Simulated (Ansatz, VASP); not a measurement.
## Two plane-wave programs on BeCd2Te3

```
Be Cd Te
1.0
     3.51545    0.00000    0.00000
     0.00000    3.51545    0.00000
     0.00000    0.00000   11.94795
Be Cd Te
1 2 3
Cartesian
  0.0000 0.0000 0.0000
  0.0000 0.0000 3.8134
  0.0000 0.0000 8.1346
  1.7577 1.7577 1.5639
  1.7577 1.7577 5.9740
  1.7577 1.7577 10.3841
```

Change from the starting cell: species swapped into the Al3Ni2Pt type (P4/mmm, No. 123).

Alike in both runs: functional PBE; k mesh 10 × 10 × 4; occupations gaussian, width 0.1 eV; no spin polarisation.

Ansatz relaxed the structure, and its values are those at the end. VASP's run is a single point on that final structure, the one shown.

|  | VASP | Ansatz |
| --- | --- | --- |
| version | VASP 6.6.1 | Ansatz 0.2.0 |
| potentials or method | VASP PAW PBE potentials, release 64 (Be, Cd, Te), cutoff 600 eV | scalar-relativistic, plane waves, PAW |
| valence electrons in the cell | 44 | 90 |

Ansatz gave:

- gap on the k mesh at the Fermi level (eV): none
- pressure (GPa): 0.0
- rms of the force components (eV/Å): 0.001

Task: Estimate VASP's values.

Result: gap on the k mesh at the Fermi level (eV): none; pressure (GPa): 0.0; rms of the force components (eV/Å): 0.005.

A gap of «none» marks a metal or a gap that the smearing closes. VASP's potentials hold 44 valence electrons a cell and Ansatz's 90, so a difference there can come from the potentials and not from the codes.

Neither program's run includes spin-orbit coupling.
